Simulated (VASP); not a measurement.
Runs of VASP 6.6.1 on BN (sol2). The structure is that of space group P6_3mc (No. 186), or close to it. The cells are those of the table. 

| task | potentials or basis | cell | cutoff (eV) | second run | gap on the mesh (eV) | pressure (GPa) |
| --- | --- | --- | --- | --- | --- | --- |
| relaxation of the atoms | VASP PAW PBE potentials, release 64 (B, N) | atoms relaxed from a = 2.502, b = 2.502, c = 4.240 Å, angles 90.0, 90.0, 120.0°, 4 atoms | 520 | - | 4.77 | 9.6 |
| single point | VASP PAW PBE potentials, release 64 (B_h, N_h) | a = 2.502, b = 2.502, c = 4.210 Å, angles 90.0, 90.0, 120.0°, 4 atoms | 910 | hard_potentials | 4.80 | (a) |
| relaxation of the atoms | VASP PAW PBE potentials, release 64 (B, N) | atoms relaxed from a = 2.502, b = 2.502, c = 4.210 Å, angles 90.0, 90.0, 120.0°, 4 atoms | 520 | - | 4.78 | 12.5 |
| relaxation of the atoms | VASP PAW PBE potentials, release 64 (B, N) | atoms relaxed from a = 2.502, b = 2.502, c = 4.212 Å, angles 90.0, 90.0, 120.0°, 4 atoms | 520 | - | 4.78 | 12.3 |
| single point | VASP PAW PBE potentials, release 64 (B, N) | a = 2.502, b = 2.502, c = 4.210 Å, angles 90.0, 90.0, 120.0°, 4 atoms | 520 | - | 4.79 | 12.5 |
| single point | VASP PAW PBE potentials, release 64 (B_h, N_h) | a = 2.502, b = 2.502, c = 4.212 Å, angles 90.0, 90.0, 120.0°, 4 atoms | 910 | hard_potentials | 4.79 | 11.4 |

Alike in all rows: level PBEsol; no spin polarisation; k mesh 9 × 9 × 6; smearing gaussian 0.02 eV.

Fill in the values left out.

(a) 11.6.

Caveats: the PAW data sets were made with another functional, which shifts forces and pressure a little; the cutoff is under 1.25 times the usual one of these potentials, so pressure, stress and relaxed cells hold a basis-set (Pulay) error (some runs).

A k mesh can miss the band edges.
